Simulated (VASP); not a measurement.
# Ga8P7N (P1) in VASP: single point with PBEsol

Aim: the single point of Ga8P7N with PBEsol.

All numbers are computed with VASP 6.6.1; they aren't measurements. Logs are shortened: lines on timing, memory, paths and dates and some standing lists are left out, and cuts for length are marked.

### Step 1. The cell of the first run

The typed cell holds 16 atoms: a = 10.708 Å, b = 5.354 Å, c = 5.354 Å, α = 90.00°, β = 90.00°, γ = 90.00°.

### Step 2. Single point, PBEsol

Contents of INCAR:

```
SYSTEM = Ga8P7N
ALGO = Normal ; EDIFF = 1E-6
ENCUT = 520 ; GGA = PS
ISIF = 2 ; ISMEAR = -1
LASPH = .True. ; LCHARG = .False.
LREAL = Auto ; LWAVE = .False.
NBANDS = 86 ; NELM = 60
PREC = Accurate ; SIGMA = 0.05
```

Contents of KPOINTS:

```
Automatic mesh
0
Gamma
  2 2 2
  0.5 0.5 0.5
```

Contents of POSCAR:

```
Ga8P7N
1.0
   10.7077100000      0.0000000000      0.0000000000
    0.0000000000      5.3538550000      0.0000000000
    0.0000000000      0.0000000000      5.3538550000
Ga P N
8 7 1
Direct
    0.9979280000      0.9819170000      0.9883170000
    0.5102970000      0.0072790000      0.9875220000
    0.2580350000      0.5281320000      0.9792750000
    0.7531180000      0.5189540000      0.9882670000
    0.2504700000      0.0130360000      0.4889990000
    0.7491450000      0.0154350000      0.5083340000
    0.9957000000      0.5147300000      0.4946340000
    0.4928700000      0.4906460000      0.5034960000
    0.1211600000      0.2429620000      0.2404920000
    0.6221420000      0.2462780000      0.2552150000
    0.3783760000      0.7539320000      0.2636310000
    0.8806450000      0.7454010000      0.2711470000
    0.3718830000      0.2537540000      0.7528250000
    0.8798140000      0.2592550000      0.7495940000
    0.1315080000      0.7647480000      0.7595760000
    0.6272190000      0.7306780000      0.7737810000
```

Potentials or basis: VASP PAW PBE potentials, release 64 (Ga_d, P, N).

Launch:

```bash
cat potpaw_PBE.64/Ga_d/POTCAR potpaw_PBE.64/P/POTCAR potpaw_PBE.64/N/POTCAR > POTCAR
mpirun -np 1 vasp_std > vasp.out
```

OUTCAR:

```text
SYSTEM = Ga8P7N
   EDIFF = 1E-6
   ENCUT = 520
   GGA = PS
   ISIF = 2
   ISMEAR = -1
   LASPH = .True.
   LREAL = Auto
   NELM = 60
   PREC = Accurate

 ion  position               nearest neighbor table
   1  0.998  0.982  0.988-  15 2.21  14 2.33  12 2.34   9 2.35
   2  0.510  0.007  0.988-  16 2.25  10 2.26  13 2.35  11 2.45
   3  0.258  0.528  0.979-  15 2.20  13 2.26  11 2.33   9 2.54
   4  0.753  0.519  0.988-  16 2.10  14 2.33  12 2.37  10 2.48
   5  0.250  0.013  0.489-   9 2.28  11 2.29  13 2.31  15 2.34
   6  0.749  0.015  0.508-  10 2.28  14 2.31  12 2.38
   7  0.996  0.515  0.495-  12 2.12  14 2.30   9 2.40  15 2.43
   8  0.493  0.491  0.503-  13 2.25  11 2.27  10 2.32
   9  0.121  0.243  0.240-   5 2.28   1 2.35   7 2.40   3 2.54
  10  0.622  0.246  0.255-   2 2.26   6 2.28   8 2.32   4 2.48
  11  0.378  0.754  0.264-   8 2.27   5 2.29   3 2.33   2 2.45
  12  0.881  0.745  0.271-   7 2.12   1 2.34   4 2.37   6 2.38
  13  0.372  0.254  0.753-   8 2.25   3 2.26   5 2.31   2 2.35
  14  0.880  0.259  0.750-   7 2.30   6 2.31   4 2.33   1 2.33
  15  0.132  0.765  0.760-   3 2.20   1 2.21   5 2.34   7 2.43
  16  0.627  0.731  0.774-   4 2.10   2 2.25

  LATTYP: Found a simple tetragonal cell.
 ALAT       =     5.3538550000
 C/A-ratio  =     2.0000000000

  Lattice vectors:

 A1 = (   0.0000000000,   5.3538550000,   0.0000000000)
 A2 = (   0.0000000000,   0.0000000000,   5.3538550000)
 A3 = (  10.7077100000,   0.0000000000,   0.0000000000)

Analysis of symmetry for initial positions (statically):
=====================================================================
 Subroutine PRICEL returns:
 Original cell was already a primitive cell.

 Routine SETGRP: Setting up the symmetry group for a
 simple tetragonal supercell.

 Subroutine GETGRP returns: Found  1 space group operations
 (whereof  1 operations were pure point group operations)
 out of a pool of 16 trial point group operations.

The static configuration has the point symmetry C_1 .

Analysis of symmetry for dynamics (positions and initial velocities):
=====================================================================
 Subroutine PRICEL returns:
 Original cell was already a primitive cell.

 Routine SETGRP: Setting up the symmetry group for a
 simple tetragonal supercell.

 Subroutine GETGRP returns: Found  1 space group operations
 (whereof  1 operations were pure point group operations)
 out of a pool of 16 trial point group operations.

The dynamic configuration has the point symmetry C_1 .

 Subroutine INISYM returns: Found  1 space group operations
 (whereof  1 operations are pure point group operations),
 and found     1 'primitive' translations

----------------------------------------------------------------------------------------

                                     Primitive cell

  volume of cell :     306.9233

  direct lattice vectors                    reciprocal lattice vectors
    10.707710000  0.000000000  0.000000000     0.093390650  0.000000000  0.000000000
     0.000000000  5.353855000  0.000000000     0.000000000  0.186781301  0.000000000
     0.000000000  0.000000000  5.353855000     0.000000000  0.000000000  0.186781301

  length of vectors
    10.707710000  5.353855000  5.353855000     0.093390650  0.186781301  0.186781301

  position of ions in fractional coordinates (direct lattice)
     0.997928000  0.981917000  0.988317000
     0.510297000  0.007279000  0.987522000
     0.258035000  0.528132000  0.979275000
     0.753118000  0.518954000  0.988267000
     0.250470000  0.013036000  0.488999000
     0.749145000  0.015435000  0.508334000
[... 8 lines left out ...]
     0.131508000  0.764748000  0.759576000
     0.627219000  0.730678000  0.773781000

  ion indices of the primitive-cell ions
   primitive index   ion index
                 1           1
                 2           2
                 3           3
                 4           4
                 5           5
                 6           6
[... 8 lines left out ...]
                15          15
                16          16

----------------------------------------------------------------------------------------

 KPOINTS: Automatic mesh

Automatic generation of k-mesh.
 Grid dimensions read from file:
 generate k-points for:    2    2    2

 Generating k-lattice:

  Cartesian coordinates                     Fractional coordinates (reciprocal lattice)
     0.046695325  0.000000000  0.000000000     0.500000000  0.000000000  0.000000000
     0.000000000  0.093390650  0.000000000     0.000000000  0.500000000  0.000000000
     0.000000000  0.000000000  0.093390650     0.000000000  0.000000000  0.500000000

  Length of vectors
     0.046695325  0.093390650  0.093390650

  Shift w.r.t. Gamma in fractional coordinates (k-lattice)
     0.500000000  0.500000000  0.500000000

 Subroutine IBZKPT returns following result:
 ===========================================

 Found      4 irreducible k-points:

 Following reciprocal coordinates:
            Coordinates               Weight
  0.250000  0.250000  0.250000      2.000000
  0.250000 -0.250000  0.250000      2.000000
  0.250000 -0.250000 -0.250000      2.000000
  0.250000  0.250000 -0.250000      2.000000
   k-points           NKPTS =      4   k-points in BZ     NKDIM =      4   number of bands    NBANDS=     86
   number of dos      NEDOS =    301   number of ions     NIONS =     16
   total plane-waves  NPLWV = 128000
   dimension x,y,z NGX =    80 NGY =   40 NGZ =   40
   dimension x,y,z NGXF=   160 NGYF=   80 NGZF=   80
   ions per type =               8   7   1
   NGX,Y,Z   is equivalent  to a cutoff of  12.42, 12.42, 12.42 a.u.
   NGXF,Y,Z  is equivalent  to a cutoff of  24.84, 24.84, 24.84 a.u.
 SYSTEM =  Ga8P7N
   PREC   = accura    normal or accurate (medium, high low for compatibility)
   ISTART =      0    job   : 0-new  1-cont  2-samecut
   ICHARG =      2    charge: 1-file 2-atom 10-const
   ISPIN  =      1    spin polarized calculation?
   LNONCOLLINEAR =      F non collinear calculations
   LSORBIT =      F    spin-orbit coupling
   LASPH  =      T    aspherical Exc in radial PAW
   ENCUT  =  520.0 eV  38.22 Ry    6.18 a.u.  19.91  9.95  9.95*2*pi/ulx,y,z
   NELM   =     60;   NELMIN=  2; NELMDL= -5     # of ELM steps
   EDIFF  = 0.1E-05   stopping-criterion for ELM
   LREAL  =      T    real-space projection
   EDIFFG = 0.1E-04   stopping-criterion for IOM
   NSW    =      0    number of steps for IOM
   IBRION =     -1    ionic relax: 0-MD 1-quasi-New 2-CG
   NFREE  =      0    steps in history (QN), initial steepest desc. (CG)
   ISIF   =      2    stress and relaxation
   ISYM   =      2    0-nonsym 1-usesym 2-fastsym
   POTIM  = 0.5000    time-step for ionic-motion
   TEBEG  =    0.0;   TEEND  =   0.0 temperature during run
   PSTRESS=    0.0 pullay stress
   NELECT =     144.0000    total number of electrons
   NUPDOWN=      -1.0000    fix difference up-down
   EMIN   =  10.00;   EMAX   =-10.00  energy-range for DOS
   EFERMI =   0.00;   METHOD = LEGACY
   ISMEAR =    -1;   SIGMA  =   0.05  broadening in eV -4-tet -1-fermi 0-gaus
   EFERMI_NEDOS =   21; number of points for ismear=-14 and -15
   IALGO  =     38    algorithm
   IMIX   =      4    mixing-type and parameters
     AMIX     =   0.40;   BMIX     =  1.00
     AMIX_MAG =   1.60;   BMIX_MAG =  1.00
  volume/ion in A,a.u.               =      19.18       129.45
  Fermi-wavevector in a.u.,A,eV,Ry     =   1.272094  2.403908 22.017248  1.618222
  Thomas-Fermi vector in A             =   2.404991
   LORBIT       =      0    0 simple, 1 ext, 2 COOP (PROOUT), +10 PAW based schemes
   GGA     = PS    functional components
   LHFCALC =     F    Hartree Fock is set to
   AEXX    =    0.0000 exact exchange contribution
   IVDW    =     0    specifies the selected vdW correction
   LEPSILON=     F    determine dielectric tensor
   LRPA    =     F    only Hartree local field effects (RPA)
 non-spin polarized calculation
  energy-cutoff  :      520.00
  volume of cell :      306.92
 maximum number of plane-waves:      8258
 NGX is ok and might be reduce to    80
   NGX = 39   NGY = 19   NGZ = 19

 number of electron     144.0000001 magnetization

 Free energy of the ion-electron system (eV)
  ---------------------------------------------------
  ext. energy  EPLUGINS =         0.00000000
  ---------------------------------------------------
  free energy    TOTEN  =       -78.88044435 eV

  energy without entropy =      -78.88044431  energy(sigma->0) =      -78.88044433

 E-fermi :   5.2789     XC(G=0): -10.1573

 val. band max:        4.3692292152   @ k =   0.2500   0.2500  -0.2500
 cond. band min:       6.1886712206   @ k =   0.2500  -0.2500   0.2500
 fundamental gap:      1.8194420054
 Fermi energy:         5.2788785179

 k-point     1 :       0.2500    0.2500    0.2500
  band No.  band energies     occupation
      1     -10.2360      2.00000
      2     -10.1965      2.00000
      3     -10.1419      2.00000
      4     -10.1245      2.00000
      5     -10.0898      2.00000
      6     -10.0647      2.00000
[... 76 lines left out ...]
     83       8.7825      0.00000
     84       9.1381      0.00000

 k-point     2 :       0.2500   -0.2500    0.2500
  band No.  band energies     occupation
      1     -10.2332      2.00000
      2     -10.1959      2.00000
      3     -10.1463      2.00000
      4     -10.1193      2.00000
      5     -10.0903      2.00000
      6     -10.0691      2.00000
[... 76 lines left out ...]
     83       8.8266      0.00000
     84       9.1976      0.00000

 k-point     3 :       0.2500   -0.2500   -0.2500
  band No.  band energies     occupation
      1     -10.2360      2.00000
      2     -10.1966      2.00000
      3     -10.1417      2.00000
      4     -10.1245      2.00000
      5     -10.0902      2.00000
      6     -10.0646      2.00000
[... 76 lines left out ...]
     83       8.8123      0.00000
     84       9.1274      0.00000

 k-point     4 :       0.2500    0.2500   -0.2500
  band No.  band energies     occupation
      1     -10.2332      2.00000
      2     -10.1959      2.00000
      3     -10.1463      2.00000
      4     -10.1194      2.00000
      5     -10.0905      2.00000
      6     -10.0685      2.00000
[... 76 lines left out ...]
     83       8.9620      0.00000
     84       9.0903      0.00000
 [bands above 84 left out]

------------------------ aborting loop because EDIFF is reached ----------------------------------------

  FORCE on cell =-STRESS in cart. coord.  units (eV):
  Direction    XX          YY          ZZ          XY          YZ          ZX
  --------------------------------------------------------------------------------------
  -------------------------------------------------------------------------------------
  Total        0.0447990      2.1406875      2.8072525     -3.4324201     -1.4536813      2.0101505
  in kB        0.2338564     11.1746528     14.6542048    -17.9176566     -7.5883956     10.4932336
  external PRESSURE =       8.6875714 kB  Pullay stress =       0.0000000 kB

 VOLUME and BASIS-vectors are now :
 -----------------------------------------------------------------------------
  energy-cutoff  :      520.00
  volume of cell :      306.92
      direct lattice vectors                 reciprocal lattice vectors
    10.707710000  0.000000000  0.000000000     0.093390650  0.000000000  0.000000000
     0.000000000  5.353855000  0.000000000     0.000000000  0.186781301  0.000000000
     0.000000000  0.000000000  5.353855000     0.000000000  0.000000000  0.186781301

 POSITION                                       TOTAL-FORCE (eV/Angst)
 -----------------------------------------------------------------------------------
     10.68552      5.25704      5.29131        -0.288996      0.979156      1.093052
      5.46411      0.03897      5.28705         0.442978     -2.157842     -0.677774
      2.76296      2.82754      5.24290        -0.250915     -1.191213      1.901903
      8.06417      2.77840      5.29104        -1.652169      0.654634     -0.217495
      2.68196      0.06979      2.61803        -0.294943     -0.047971      0.171128
      8.02163      0.08264      2.72155        -0.653864     -1.633518      0.882797
[... 8 lines left out ...]
      1.40815      4.09435      4.06666        -0.561890     -0.357845     -1.881254
      6.71608      3.91194      4.14271        -0.012213      0.854438     -0.326564
 -----------------------------------------------------------------------------------
    total drift:                                0.000366     -0.001774     -0.007310

  FREE ENERGIE OF THE ION-ELECTRON SYSTEM (eV)
  ---------------------------------------------------
  free  energy   TOTEN  =       -78.8804443507 eV

  energy  without entropy=      -78.8804443146  energy(sigma->0) =      -78.88044433
```

It took 4.8 min on 1 thread of Intel Xeon 8259CL, shared host; peak memory 0.33 GiB.

Results:

```yaml
Free_energy: -78.8804 eV
Pressure: 0.9 GPa
Largest_force: 3.214 eV/Å
Band_gap_on_the_k_mesh: 1.82 eV, indirect (least direct gap 1.84 eV)
```

Forces in eV/Å, atoms in the order of the input:
```
Ga  -0.289  0.979  1.093
Ga   0.443 -2.158 -0.678
Ga  -0.251 -1.191  1.902
Ga  -1.652  0.655 -0.217
Ga  -0.295 -0.048  0.171
Ga  -0.654 -1.634  0.883
Ga   2.403 -1.616  1.094
Ga   1.692  1.050  0.923
P    0.193  1.223 -0.361
P    0.703  0.887 -0.316
P    0.312  0.477 -0.969
P   -2.065  1.715 -1.767
P    0.481 -0.563  0.089
P   -0.446 -0.271  0.361
P   -0.562 -0.358 -1.881
N   -0.012  0.854 -0.327
```

Stress tensor (GPa, compression positive):
```
 0.02 -1.79  1.05
-1.79  1.12 -0.76
 1.05 -0.76  1.47
```

Levels at points of the mesh, in eV from the valence-band top:
| k point | band 69 | band 70 | band 71 | band 72 | band 73 | band 74 | band 75 | band 76 |
| --- | --- | --- | --- | --- | --- | --- | --- | --- |
| (0.25, 0.25, 0.25) | -0.94 | -0.80 | -0.43 | -0.01 | 1.84 | 2.36 | 2.61 | 2.80 |

Caveat: the k points lie up to 0.59 Å⁻¹ apart; the PAW data sets were made with another functional, which shifts forces and pressure a little. PBEsol gaps usually lie below the measured ones, often by a third to a half.
